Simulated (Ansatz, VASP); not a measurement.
InSb in VASP and in Ansatz

```
CELL_PARAMETERS angstrom
5.46207 0.00000 0.00000
0.00000 5.82403 0.00000
0.00000 0.00000 3.12307
ATOMIC_POSITIONS crystal
In 0.00000 0.00000 0.00000
In 0.50000 0.50000 0.00000
Sb 0.50000 0.00000 0.83500
Sb 0.00000 0.50000 0.16500
```

Change from the starting cell: volume scaled by 1.06, crystal datasets.

Alike in both runs: task electric field gradients; functional LDA; k mesh 6 × 6 × 11; occupations fermi-dirac, width 0.08 eV; no spin polarisation.

|  | VASP | Ansatz |
| --- | --- | --- |
| version | VASP 6.6.1 | Ansatz 0.2.0 |
| potentials or method | VASP PAW LDA potentials, release 64 (In_d, Sb), cutoff 520 eV | all-electron PAW with datasets made for the crystal, scalar-relativistic |

VASP gave:

* pressure (GPa): 6.1
* traceless stress, the component that is largest in VASP (GPa): 8.91
* rms of the force components (eV/Å): 0.210
* size of Vzz on the site where it differs most (V/Å²): 81.5

Estimate Ansatz's values.

pressure (GPa): 5.9; traceless stress, the component that is largest in VASP (GPa): 8.86; rms of the force components (eV/Å): 0.208; size of Vzz on the site where it differs most (V/Å²): 72.6.

LDA's correlation is that of Perdew and Zunger in VASP and of Perdew and Wang (1992) in Ansatz. Atom by atom the forces differ by 0.002 eV/Å (rms over components). Ansatz ran all-electron here, and VASP with PAW potentials.

Neither program's run includes spin-orbit coupling.
